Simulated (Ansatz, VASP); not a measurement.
PtSe2 in VASP and in Ansatz

```
Se Pt
1.0
     3.70276    0.00000    0.00000
    -1.85138    3.20668    0.00000
     0.00000    0.00000   31.12150
Se Pt
2 1
Direct
  0.66667 0.33333 0.45764
  0.33333 0.66667 0.54236
  0.00000 0.00000 0.50000
```

Alike in both runs: functional r2SCAN; k mesh 9 × 9 × 1; occupations gaussian, width 0.02 eV; no spin polarisation.

Ansatz relaxed the structure, and its values are those at the end. VASP's run is a single point on that final structure, the one shown.

|  | VASP | Ansatz |
| --- | --- | --- |
| version | VASP 6.6.1 | Ansatz 0.2.0 |
| potentials or method | VASP PAW PBE potentials, release 64 (Se, Pt), cutoff 520 eV | scalar-relativistic, plane waves, PAW |
| valence electrons in the cell | 22 | 50 |

|  | VASP | Ansatz | Ansatz less VASP |
| --- | --- | --- | --- |
| gap on the k mesh at the Fermi level (eV) | 1.59 | 1.60 | +0.011 |
| least direct gap on the mesh (eV) | 1.81 | 1.83 | +0.013 |
| rms of the force components (eV/Å) | 0.004 | 0.000 | -0.0042 |

VASP's potentials were made for PBE, not for r2SCAN. VASP's potentials hold 22 valence electrons a cell and Ansatz's 50, so a difference there can come from the potentials and not from the codes. Ansatz's warnings: xc potential rough in thin density.

Spin-orbit coupling is off throughout.
